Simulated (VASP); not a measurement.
Set up this calculation in VASP 6.6.1, as the native input.

```
Task                   : single point
Functional             : PBE
Dispersion             : D3(BJ)
Potentials or basis    : VASP PAW PBE potentials, release 64 (Cu, I)
Cutoff                 : 520 eV
k mesh                 : 8 × 8 × 6
Occupations            : gaussian, width 0.01 eV
Spin                   : no spin polarisation
Dipole correction      : no
Further INCAR settings : ALGO = Normal; EDIFF = 1e-06; NBANDS = 26
```

The structure of CuI lies in POSCAR:

```
CuI
1.0
    3.9120674822      0.0000000000      0.0000000000
    0.0000000000      3.9120674822      0.0000000000
    0.0000000000      0.0000000000      5.8452818418
Cu I
2 2
Direct
    0.5000000000      0.5000000000      0.0000000000
    0.0000000000      0.0000000000      0.0000000000
    0.5000000000      0.0000000000      0.2949364666
    0.0000000000      0.5000000000      0.7050635334
```

One way to write it, as run:

INCAR

```
PREC = Accurate ; ENCUT = 520
EDIFF = 1E-6 ; ISMEAR = 0
SIGMA = 0.01 ; LREAL = F
LASPH = T ; NELM = 100
ALGO = Normal ; ISIF = 2
LWAVE = F ; LCHARG = T
GGA = PE ; IVDW = 12
LELF = T ; LVHAR = T
NBANDS = 26
```

KPOINTS

```
regular mesh
0
Gamma
  8 8 6
```

Potentials or basis: VASP PAW PBE potentials, release 64 (Cu, I).

Launch:

```bash
$ cat potpaw_PBE.64/Cu/POTCAR potpaw_PBE.64/I/POTCAR > POTCAR
$ mpirun -np 1 vasp_std > vasp.out
```

It gave:

```
Pressure                   : 4.3 GPa
Largest force              : 0.010 eV/Å
Band gap on the k mesh     : 1.53 eV
Dispersion energy per atom : -0.432 eV
```

Caveat: the cell stands under pressure; spin-orbit coupling is left out, which moves the levels of the heavy elements.

It took 2.3 min on 1 thread of Intel(R) Xeon(R) Platinum 8124M CPU @ 3.00GHz (Skylake/Cascade Lake), with other jobs on the host, peak memory 0.28 GiB.
